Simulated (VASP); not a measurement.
# Nb2C3 (Pm-3m) in VASP: a series of runs

Nb2C3 is run at these levels: PBE; tasks: single point, relaxation of cell and atoms.

All numbers are computed with VASP 6.6.1; they aren't measurements. Logs are shortened: lines on timing, memory, paths and dates and some standing lists are left out, and cuts for length are marked.

## Step 1: The cell of the first run

The structure is cubic, space group Pm-3m (No. 221). Conventional cell: a = 4.036 Å, b = 4.036 Å, c = 4.036 Å, α = 90.00°, β = 90.00°, γ = 90.00°. Within 3.8 Å of Nb (site symmetry m-3m) lie 12 C at 2.85 Å and 8 Nb at 3.50 Å. Within 2.7 Å of Nb (site symmetry m-3m) lie 6 C at 2.02 Å. Within 2.7 Å of C (site symmetry 4/mmm) lie 2 Nb at 2.02 Å.

## Step 2: Single point, PBE

The input, INCAR:

```
SYSTEM = Nb2C3
PREC = Accurate
ENCUT = 520
EDIFF = 1E-6
ISMEAR = 0
SIGMA = 0.1
LREAL = .FALSE.
LASPH = .TRUE.
NELM = 100
ALGO = Normal
ISIF = 2
LWAVE = .FALSE.
LCHARG = .FALSE.
GGA = PE
NBANDS = 27
```

The input, KPOINTS:

```
regular mesh
0
G
  10 10 10
  0 0 0
```

The input, POSCAR:

```
Nb2C3
1.0
    4.0362098358      0.0000000000      0.0000000000
    0.0000000000      4.0362098358      0.0000000000
    0.0000000000      0.0000000000      4.0362098358
Nb C
2 3
Direct
    0.5000000000      0.5000000000      0.5000000000
    0.0000000000      0.0000000000      0.0000000000
    0.5000000000      0.0000000000      0.0000000000
    0.0000000000      0.5000000000      0.0000000000
    0.0000000000      0.0000000000      0.5000000000
```

Potentials or basis: VASP PAW PBE potentials, release 64 (Nb_sv, C).

On the command line:

```bash
cat potpaw_PBE.64/Nb_sv/POTCAR potpaw_PBE.64/C/POTCAR > POTCAR
mpirun -np 1 vasp_std > vasp.out
```

OUTCAR:

```text
SYSTEM = Nb2C3
   PREC = Accurate
   ENCUT = 520
   EDIFF = 1E-6
   ISMEAR = 0
   LREAL = .FALSE.
   LASPH = .TRUE.
   NELM = 100
   ISIF = 2
   GGA = PE

 ion  position               nearest neighbor table
   1  0.500  0.500  0.500-
   2  0.000  0.000  0.000-   3 2.02   4 2.02   5 2.02   5 2.02   4 2.02   3 2.02
   3  0.500  0.000  0.000-   2 2.02   2 2.02
   4  0.000  0.500  0.000-   2 2.02   2 2.02
   5  0.000  0.000  0.500-   2 2.02   2 2.02

  LATTYP: Found a simple cubic cell.
 ALAT       =     4.0362098358

  Lattice vectors:

 A1 = (   4.0362098358,   0.0000000000,   0.0000000000)
 A2 = (   0.0000000000,   4.0362098358,   0.0000000000)
 A3 = (   0.0000000000,   0.0000000000,   4.0362098358)

Analysis of symmetry for initial positions (statically):
=====================================================================
 Subroutine PRICEL returns:
 Original cell was already a primitive cell.

 Routine SETGRP: Setting up the symmetry group for a
 simple cubic supercell.

 Subroutine GETGRP returns: Found 48 space group operations
 (whereof 48 operations were pure point group operations)
 out of a pool of 48 trial point group operations.

The static configuration has the point symmetry O_h .

Analysis of symmetry for dynamics (positions and initial velocities):
=====================================================================
 Subroutine PRICEL returns:
 Original cell was already a primitive cell.

 Routine SETGRP: Setting up the symmetry group for a
 simple cubic supercell.

 Subroutine GETGRP returns: Found 48 space group operations
 (whereof 48 operations were pure point group operations)
 out of a pool of 48 trial point group operations.

The dynamic configuration has the point symmetry O_h .

 Subroutine INISYM returns: Found 48 space group operations
 (whereof 48 operations are pure point group operations),
 and found     1 'primitive' translations

----------------------------------------------------------------------------------------

                                     Primitive cell

  volume of cell :      65.7539

  direct lattice vectors                    reciprocal lattice vectors
[... 85 lines left out ...]
   ISTART =      0    job   : 0-new  1-cont  2-samecut
   ICHARG =      2    charge: 1-file 2-atom 10-const
   ISPIN  =      1    spin polarized calculation?
   LNONCOLLINEAR =      F non collinear calculations
   LSORBIT =      F    spin-orbit coupling
   LASPH  =      T    aspherical Exc in radial PAW
   ENCUT  =  520.0 eV  38.22 Ry    6.18 a.u.   7.50  7.50  7.50*2*pi/ulx,y,z
   NELM   =    100;   NELMIN=  2; NELMDL= -5     # of ELM steps
   EDIFF  = 0.1E-05   stopping-criterion for ELM
   LREAL  =      F    real-space projection
   EDIFFG = 0.1E-04   stopping-criterion for IOM
   NSW    =      0    number of steps for IOM
   IBRION =     -1    ionic relax: 0-MD 1-quasi-New 2-CG
   NFREE  =      0    steps in history (QN), initial steepest desc. (CG)
   ISIF   =      2    stress and relaxation
   ISYM   =      2    0-nonsym 1-usesym 2-fastsym
   POTIM  = 0.5000    time-step for ionic-motion
   TEBEG  =    0.0;   TEEND  =   0.0 temperature during run
   PSTRESS=    0.0 pullay stress
   NELECT =      38.0000    total number of electrons
   NUPDOWN=      -1.0000    fix difference up-down
   EMIN   =  10.00;   EMAX   =-10.00  energy-range for DOS
   EFERMI =   0.00;   METHOD = LEGACY
   ISMEAR =     0;   SIGMA  =   0.10  broadening in eV -4-tet -1-fermi 0-gaus
   EFERMI_NEDOS =   21; number of points for ismear=-14 and -15
   IALGO  =     38    algorithm
   IMIX   =      4    mixing-type and parameters
     AMIX     =   0.40;   BMIX     =  1.00
     AMIX_MAG =   1.60;   BMIX_MAG =  1.00
  volume/ion in A,a.u.               =      13.15        88.75
  Fermi-wavevector in a.u.,A,eV,Ry     =   1.363627  2.576882 25.299746  1.859479
  Thomas-Fermi vector in A             =   2.490014
   LORBIT       =      0    0 simple, 1 ext, 2 COOP (PROOUT), +10 PAW based schemes
   GGA     = PE    functional components
   LHFCALC =     F    Hartree Fock is set to
   AEXX    =    0.0000 exact exchange contribution
   IVDW    =     0    specifies the selected vdW correction
   LEPSILON=     F    determine dielectric tensor
   LRPA    =     F    only Hartree local field effects (RPA)
 non-spin polarized calculation
 Gauss-broadening in eV      SIGMA  =   0.10
  energy-cutoff  :      520.00
  volume of cell :       65.75
 maximum number of plane-waves:      1800
   NGX = 15   NGY = 15   NGZ = 15

 number of electron      37.9999997 magnetization

 Free energy of the ion-electron system (eV)
  ---------------------------------------------------
  ext. energy  EPLUGINS =         0.00000000
  ---------------------------------------------------
  free energy    TOTEN  =       -39.32499852 eV

  energy without entropy =      -39.29950763  energy(sigma->0) =      -39.31225307

 E-fermi :   8.1586     XC(G=0): -11.6606

 val. band max:        8.1497769628   @ k =   0.4000   0.3000   0.1000
 cond. band min:       8.1838439733   @ k =   0.0000   0.0000   0.0000
 fundamental gap:      0.0340670105
 Fermi energy:         8.1586316050

 k-point     1 :       0.0000    0.0000    0.0000
  band No.  band energies     occupation
      1     -48.3143      2.00000
      2     -46.2023      2.00000
      3     -24.2334      2.00000
      4     -24.2334      2.00000
      5     -24.2334      2.00000
      6     -22.5308      2.00000
[... 709 lines left out ...]
     26      10.9033      0.00000
     27      12.0418      0.00000

 [... further k-points ...]
[... 5 lines left out ...]
  --------------------------------------------------------------------------------------
  -------------------------------------------------------------------------------------
  Total       -0.1227656     -0.1227656     -0.1227656      0.0000000      0.0000000     -0.0000000
  in kB       -2.9913426     -2.9913426     -2.9913426      0.0000000      0.0000000     -0.0000000
  external PRESSURE =      -2.9913426 kB  Pullay stress =       0.0000000 kB

 VOLUME and BASIS-vectors are now :
 -----------------------------------------------------------------------------
  energy-cutoff  :      520.00
  volume of cell :       65.75
      direct lattice vectors                 reciprocal lattice vectors
     4.036209836  0.000000000  0.000000000     0.247757188  0.000000000  0.000000000
     0.000000000  4.036209836  0.000000000     0.000000000  0.247757188  0.000000000
     0.000000000  0.000000000  4.036209836     0.000000000  0.000000000  0.247757188

 POSITION                                       TOTAL-FORCE (eV/Angst)
 -----------------------------------------------------------------------------------
      2.01810      2.01810      2.01810         0.000000      0.000000      0.000000
      0.00000      0.00000      0.00000         0.000000      0.000000      0.000000
      2.01810      0.00000      0.00000         0.000000      0.000000      0.000000
      0.00000      2.01810      0.00000         0.000000      0.000000      0.000000
      0.00000      0.00000      2.01810         0.000000      0.000000      0.000000
 -----------------------------------------------------------------------------------
    total drift:                                0.000000     -0.000000      0.000000

  FREE ENERGIE OF THE ION-ELECTRON SYSTEM (eV)
  ---------------------------------------------------
  free  energy   TOTEN  =       -39.3249985180 eV

  energy  without entropy=      -39.2995076276  energy(sigma->0) =      -39.31225307
```

OSZICAR:

```text
N       E                     dE             d eps       ncg     rms          rms(c)
DAV:   1     0.359712176428E+03    0.35971E+03   -0.20393E+04  3024   0.141E+03
DAV:   2    -0.206802976739E+02   -0.38039E+03   -0.37071E+03  3725   0.507E+02
DAV:   3    -0.497894902983E+02   -0.29109E+02   -0.28337E+02  5416   0.110E+02
DAV:   4    -0.511780583275E+02   -0.13886E+01   -0.13823E+01  4560   0.201E+01
DAV:   5    -0.512427349933E+02   -0.64677E-01   -0.64631E-01  5408   0.450E+00    0.218E+01
DAV:   6    -0.454105671968E+02    0.58322E+01   -0.12369E+02  4668   0.365E+01    0.190E+01
DAV:   7    -0.413099692398E+02    0.41006E+01   -0.88416E+01  4767   0.366E+01    0.832E+00
DAV:   8    -0.397157907304E+02    0.15942E+01   -0.34140E+00  4389   0.984E+00    0.529E+00
DAV:   9    -0.393732714871E+02    0.34252E+00   -0.34371E+00  4898   0.643E+00    0.229E+00
DAV:  10    -0.393860564283E+02   -0.12785E-01   -0.12639E+00  4843   0.412E+00    0.169E+00
DAV:  11    -0.393502378766E+02    0.35819E-01   -0.76459E-01  4338   0.271E+00    0.120E+00
DAV:  12    -0.393253254780E+02    0.24912E-01   -0.16140E-01  4337   0.152E+00    0.183E-01
DAV:  13    -0.393253563836E+02   -0.30906E-04   -0.21902E-03  4117   0.328E-01    0.136E-01
DAV:  14    -0.393250084478E+02    0.34794E-03   -0.12123E-03  4489   0.162E-01    0.322E-02
DAV:  15    -0.393250050520E+02    0.33958E-05   -0.21610E-04  5229   0.618E-02    0.196E-02
DAV:  16    -0.393249981890E+02    0.68629E-05   -0.40430E-05  4245   0.266E-02    0.374E-03
DAV:  17    -0.393249985180E+02   -0.32902E-06   -0.16431E-06  2192   0.701E-03
   1 F= -.39324999E+02 E0= -.39312253E+02  d E =-.254909E-01
```

stdout:

```text
POSCAR found type information on POSCAR NbC
 POSCAR found :  2 types and       5 ions
 scaLAPACK will be used
 LDA part: xc-table for (Slater+PW92), standard interpolation
 POSCAR, INCAR and KPOINTS ok, starting setup
 FFT: planning ... GRIDC
 FFT: planning ... GRID_SOFT
 FFT: planning ... GRID
 WAVECAR not read
 entering main loop
```

Wall time 48 s (1 thread of Intel Xeon 6975P-C (Granite Rapids), shared host); peak memory 0.22 GiB.

Results:

- Free energy: -39.3250 eV
- Pressure: -0.3 GPa
- Band gap on the k mesh: zero (band 19 reaches 8.90 eV, above the bottom of band 20 at 7.94 eV)

## Step 3: Relaxation of cell and atoms, PBE

The input, INCAR:

```
PREC = Accurate
ENCUT = 600
EDIFF = 1E-6
ISMEAR = 0
SIGMA = 0.1
LREAL = False
LASPH = True
NELM = 100
ALGO = Normal
ISIF = 3
LWAVE = False
LCHARG = False
GGA = PE
IBRION = 2
NSW = 100
EDIFFG = -0.01
```

The input, KPOINTS:

```
Automatic mesh
0
Gamma
  10 10 10
```

Changes to POSCAR since step 2:

```diff
@@ -2,5 +2,5 @@
 1.0
-    4.0362098358      0.0000000000      0.0000000000
-    0.0000000000      4.0362098358      0.0000000000
-    0.0000000000      0.0000000000      4.0362098358
+    4.0349383166      0.0000000000      0.0000000000
+    0.0000000000      4.0349383166      0.0000000000
+    0.0000000000      0.0000000000      4.0349383166
 Nb C
```

Potentials or basis: VASP PAW PBE potentials, release 64 (Nb_sv, C).

On the command line:

```bash
cat potpaw_PBE.64/Nb_sv/POTCAR potpaw_PBE.64/C/POTCAR > POTCAR
mpirun -np 1 vasp_std > vasp.out
```

It took 76 s on 1 thread of Intel Xeon 6975P-C (Granite Rapids), shared host; peak memory 0.23 GiB.

Results (log left out):

| Property | Result |
| --- | --- |
| Free energy | -39.3264 eV |
| Relaxed volume | 13.12 Å³/atom |
| Relaxed cell | a = 4.033 Å, b = 4.033 Å, c = 4.033 Å, α = 90.00°, β = 90.00°, γ = 90.00° |
| Space group after relaxing (to 0.05 Å) | Pm-3m (No. 221) |
| Energy gained by relaxing | 0.0 meV/atom |
| Ionic steps | 3 |
| Pressure after relaxing | 0.0 GPa |
| Band gap on the k mesh | zero (band 19 reaches 8.93 eV, above the bottom of band 20 at 7.97 eV) |

Final structure:
```
CELL_PARAMETERS angstrom
4.03296 0.00000 0.00000
0.00000 4.03296 0.00000
0.00000 0.00000 4.03296
ATOMIC_POSITIONS crystal
Nb 0.50000 0.50000 0.50000
Nb 0.00000 0.00000 0.00000
C 0.50000 0.00000 0.00000
C 0.00000 0.50000 0.00000
C 0.00000 0.00000 0.50000
```

Levels at points of the mesh, in eV from the Fermi level:
```csv
k point,band 16,band 17,band 18,band 19,band 20,band 21,band 22,band 23
"(0.00, 0.00, 0.00)",-0.80,-0.80,-0.48,-0.48,0.02,0.02,0.02,1.83
"(0.50, 0.00, 0.00)",-2.94,-2.94,-2.10,0.07,0.67,0.68,1.24,1.24
"(0.50, 0.50, 0.00)",-3.89,-1.19,-1.19,0.09,0.38,0.46,1.13,1.91
"(0.50, 0.50, 0.50)",-4.53,-4.13,0.74,0.74,0.89,0.89,0.89,2.16
```

## Step 4: Single point, PBE

This run uses another cell than the first one, of 12.40 Å³/atom, 0.943 times its volume.

The input, INCAR:

```
SYSTEM = Nb2C3
ALGO = Normal ; EDIFF = 1E-7
ENCUT = 520 ; GGA = PE
ISIF = 2 ; ISMEAR = 0
LASPH = .TRUE. ; LCHARG = .FALSE.
LREAL = .FALSE. ; LWAVE = .FALSE.
NBANDS = 27 ; NELM = 100
PREC = Accurate ; SIGMA = 0.1
```

The input, KPOINTS:

```
k-points
0
G
  4 4 4
  0 0 0
```

Changes to POSCAR since step 3:

```diff
@@ -2,5 +2,5 @@
 1.0
-    4.0349383166      0.0000000000      0.0000000000
-    0.0000000000      4.0349383166      0.0000000000
-    0.0000000000      0.0000000000      4.0349383166
+    3.9574333700      0.0000000000      0.0000000000
+    0.0000000000      3.9574333700      0.0000000000
+    0.0000000000      0.0000000000      3.9574333700
 Nb C
```

Potentials or basis: VASP PAW PBE potentials, release 64 (Nb_sv, C).

On the command line:

```bash
cat potpaw_PBE.64/Nb_sv/POTCAR potpaw_PBE.64/C/POTCAR > POTCAR
mpirun -np 1 vasp_std > vasp.out
```

OUTCAR:

```text
SYSTEM = Nb2C3
   EDIFF = 1E-7
   ENCUT = 520
   GGA = PE
   ISIF = 2
   ISMEAR = 0
   LASPH = .TRUE.
   LREAL = .FALSE.
   NELM = 100
   PREC = Accurate

 ion  position               nearest neighbor table
   1  0.500  0.500  0.500-
   2  0.000  0.000  0.000-   3 1.98   4 1.98   5 1.98   5 1.98   4 1.98   3 1.98
   3  0.500  0.000  0.000-   2 1.98   2 1.98
   4  0.000  0.500  0.000-   2 1.98   2 1.98
[... 486 lines left out ...]
  FORCE on cell =-STRESS in cart. coord.  units (eV):
  Direction    XX          YY          ZZ          XY          YZ          ZX
  --------------------------------------------------------------------------------------
  -------------------------------------------------------------------------------------
  Total        3.9288830      3.9288830      3.9288830      0.0000000     -0.0000000      0.0000000
  in kB      101.5637778    101.5637778    101.5637778      0.0000000     -0.0000000      0.0000000
  external PRESSURE =     101.5637778 kB  Pullay stress =       0.0000000 kB

 VOLUME and BASIS-vectors are now :
 -----------------------------------------------------------------------------
  energy-cutoff  :      520.00
  volume of cell :       61.98
      direct lattice vectors                 reciprocal lattice vectors
     3.957433370  0.000000000  0.000000000     0.252689030  0.000000000  0.000000000
     0.000000000  3.957433370  0.000000000     0.000000000  0.252689030  0.000000000
     0.000000000  0.000000000  3.957433370     0.000000000  0.000000000  0.252689030

 POSITION                                       TOTAL-FORCE (eV/Angst)
 -----------------------------------------------------------------------------------
      1.97872      1.97872      1.97872         0.000000      0.000000      0.000000
      0.00000      0.00000      0.00000         0.000000      0.000000      0.000000
      1.97872      0.00000      0.00000         0.000000      0.000000      0.000000
      0.00000      1.97872      0.00000         0.000000      0.000000      0.000000
      0.00000      0.00000      1.97872         0.000000      0.000000      0.000000
 -----------------------------------------------------------------------------------
    total drift:                                0.000000     -0.000000      0.000000

  FREE ENERGIE OF THE ION-ELECTRON SYSTEM (eV)
  ---------------------------------------------------
  free  energy   TOTEN  =       -39.3125842957 eV

  energy  without entropy=      -39.2879355574  energy(sigma->0) =      -39.30025993
```

OSZICAR:

```text
N       E                     dE             d eps       ncg     rms          rms(c)
DAV:   1     0.364640257208E+03    0.36464E+03   -0.20449E+04   540   0.142E+03
DAV:   2    -0.212528267129E+02   -0.38589E+03   -0.37726E+03   656   0.513E+02
DAV:   3    -0.495730442014E+02   -0.28320E+02   -0.27831E+02   976   0.112E+02
DAV:   4    -0.509027513610E+02   -0.13297E+01   -0.13199E+01   800   0.194E+01
DAV:   5    -0.509639395405E+02   -0.61188E-01   -0.61129E-01   984   0.428E+00    0.229E+01
DAV:   6    -0.435083564580E+02    0.74556E+01   -0.11282E+02   804   0.372E+01    0.169E+01
DAV:   7    -0.409662142586E+02    0.25421E+01   -0.78631E+01   825   0.321E+01    0.792E+00
DAV:   8    -0.396470427820E+02    0.13192E+01   -0.28544E+00   776   0.938E+00    0.528E+00
DAV:   9    -0.393617679351E+02    0.28527E+00   -0.29799E+00   832   0.700E+00    0.236E+00
DAV:  10    -0.393143623346E+02    0.47406E-01   -0.35176E-01   919   0.299E+00    0.575E-01
DAV:  11    -0.393121713032E+02    0.21910E-02   -0.17817E-02   848   0.861E-01    0.318E-01
DAV:  12    -0.393132484725E+02   -0.10772E-02   -0.37523E-03   917   0.426E-01    0.163E-01
DAV:  13    -0.393125721375E+02    0.67634E-03   -0.34261E-03   832   0.314E-01    0.389E-02
DAV:  14    -0.393125861330E+02   -0.13996E-04   -0.11398E-04   808   0.765E-02    0.185E-02
DAV:  15    -0.393125844946E+02    0.16384E-05   -0.11380E-05   856   0.274E-02    0.335E-03
DAV:  16    -0.393125846343E+02   -0.13963E-06   -0.20140E-06   936   0.774E-03    0.274E-03
DAV:  17    -0.393125843872E+02    0.24706E-06   -0.73992E-07   584   0.423E-03    0.853E-04
DAV:  18    -0.393125842957E+02    0.91502E-07   -0.49614E-08   408   0.209E-03
   1 F= -.39312584E+02 E0= -.39300260E+02  d E =-.246487E-01
```

It took 12 s on 1 thread of Intel Xeon 6975P-C (Granite Rapids), shared host; peak memory 0.17 GiB.

Results:

| Item | Value |
| --- | --- |
| Free energy | -39.3126 eV |
| Pressure | 10.2 GPa |
| Band gap on the k mesh | zero (band 19 reaches 9.68 eV, above the bottom of band 20 at 8.59 eV) |

Caveat: the k points lie up to 0.40 Å⁻¹ apart.

## Step 5: Summary

| task | cell | k mesh | cutoff (eV) | gap on the mesh (eV) | pressure (GPa) |
| --- | --- | --- | --- | --- | --- |
| single point | a = 4.036 Å, 5 atoms | 10 × 10 × 10 | 520 | none | -0.3 |
| relaxation of cell and atoms | relaxed from a = 4.035 Å, 5 atoms | 10 × 10 × 10 | 600 | none | 0.0 |
| single point | a = 3.957 Å, 5 atoms | 4 × 4 × 4 | 520 | none | 10.2 |

Alike in all rows: level PBE; potentials or basis VASP PAW PBE potentials, release 64 (Nb_sv, C); no spin polarisation; smearing gaussian 0.1 eV.

Caveats: some runs use coarse meshes.

Total energies depend on the potentials used, so only differences within one code and one set of settings carry meaning.
